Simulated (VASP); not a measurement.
Input of a VASP 6.6.1 run:

Contents of INCAR:

```
SYSTEM = Ag
PREC = Accurate
ENCUT = 520
EDIFF = 1E-7
ISMEAR = 0
SIGMA = 0.1
LREAL = .FALSE.
LASPH = .TRUE.
NELM = 80
ALGO = Fast
ISIF = 2
LWAVE = .FALSE.
LCHARG = .FALSE.
GGA = PE
NBANDS = 12
```

Contents of KPOINTS:

```
Automatic mesh
0
G
  18 18 18
  0 0 0
```

File POSCAR:

```
Ag
1.0
   -1.6401074089      1.6401074089      1.6401074089
    1.6401074089     -1.6401074089      1.6401074089
    1.6401074089      1.6401074089     -1.6401074089
Ag
1
Direct
    0.0000000000      0.0000000000      0.0000000000
```

Potentials or basis: VASP PAW PBE potentials, release 64 (Ag).

Run with:

```console
$ cat potpaw_PBE.64/Ag/POTCAR > POTCAR
$ mpirun -np 1 vasp_std > vasp.out
```

Q: Predict the pressure.

A: 1.8 GPa.

Q: Estimate the band gap on the k mesh.

A: Zero (an odd number of electrons rules out a gap without spin polarisation).

Caveat: the cell differs from its parent crystal (strained).
